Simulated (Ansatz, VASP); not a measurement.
# AgB in VASP and in Ansatz

```xyz
4
Lattice="0.0000 2.9780 2.9780 2.9780 0.0000 2.9780 2.9780 2.9780 0.0000" Properties=species:S:1:pos:R:3 pbc="T T T"
Ag    1.4890    1.4890    1.4890
Ag    0.0000    0.0000    0.0000
B     4.4671    4.4671    4.4671
B     2.9780    2.9780    2.9780
```

Alike in both runs: task single point; functional PBE; k mesh 14 × 14 × 14; occupations gaussian, width 0.1 eV; no spin polarisation.

```csv
,VASP,Ansatz
version,VASP 6.6.1,Ansatz 0.2.0
potentials or method,"VASP PAW PBE potentials, release 64 (Ag, B), cutoff 520 eV","scalar-relativistic, plane waves, PAW"
valence electrons in the cell,28,44
```

```tsv
	VASP	Ansatz	Ansatz less VASP
gap on the k mesh at the Fermi level (eV)	none	none	-
pressure (GPa)	-0.2	0.0	+0.24
```

A gap of «none» marks a metal or a gap that the smearing closes. VASP's potentials hold 28 valence electrons a cell and Ansatz's 44, so a difference there can come from the potentials and not from the codes.
